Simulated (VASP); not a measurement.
Runs of VASP 6.6.1 on BP. The structure is that of space group Pmm2 (No. 25), or close to it. The cells are those of the table. 

```csv
cell,k mesh,gap on the mesh (eV),moment (μB),largest force (eV/Å)
"a = 9.800, b = 9.300, c = 3.281 Å, 2 atoms",1 × 1 × 20,0.06,0.00,0.02
"a = 9.800, b = 9.300, c = 3.191 Å, 2 atoms",1 × 1 × 20,none,0.10,0.62
"a = 10.600, b = 9.300, c = 1.879 Å, 2 atoms",1 × 1 × 34,none,0.00,2.81
"a = 10.600, b = 9.300, c = 2.047 Å, 2 atoms",1 × 1 × 34,none,(a),(b)
```

Alike in all rows: task single point; level PBE; potentials or basis VASP PAW PBE potentials, release 64 (B, P); spin collinear, ferromagnetic start; cutoff (eV) 520; smearing gaussian 0.05 eV.

Question: Estimate the missing entries.

Answer: (a) 0.38; (b) 0.04.

A k mesh can miss the band edges.

A gap of «none» marks levels without a gap at the run's occupations.
